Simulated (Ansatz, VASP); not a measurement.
# One calculation of Na, two programs

```
Na
1.0
     3.71609    0.00000    0.00000
    -1.85804    3.21823    0.00000
     0.00000    0.00000    6.07083
Na
2
Direct
  0.33333 0.66667 0.25000
  0.66667 0.33333 0.75000
```

Change from the starting cell: volume scaled by 0.96, PAW files.

Alike in both runs: task electric field gradients; functional LDA; k mesh 11 × 11 × 6; occupations fermi-dirac, width 0.05 eV; no spin polarisation.

|  | VASP | Ansatz |
| --- | --- | --- |
| version | VASP 6.6.1 | Ansatz 0.2.0 |
| potentials or method | VASP PAW LDA potentials, release 64 (Na_pv) | PAW with Ansatz's default frozen-core files, scalar-relativistic |
| plane-wave cutoff (eV) | 520 | 420 |
| valence electrons in the cell | 14 | 18 |

VASP gave:

| Quantity | Value |
| --- | --- |
| pressure (GPa) | -0.7 |
| traceless stress, the component that is largest in VASP (GPa) | 0.20 |
| size of Vzz on the site where it differs most (V/Å²) | 0.5 |

Question: Which values does Ansatz return?

Answer: Pressure (GPa): -0.6; traceless stress, the component that is largest in VASP (GPa): 0.19; size of Vzz on the site where it differs most (V/Å²): 0.5.

LDA's correlation is that of Perdew and Zunger in VASP and of Perdew and Wang (1992) in Ansatz. VASP's potentials hold 14 valence electrons a cell and Ansatz's 18, so a difference there can come from the potentials and not from the codes.
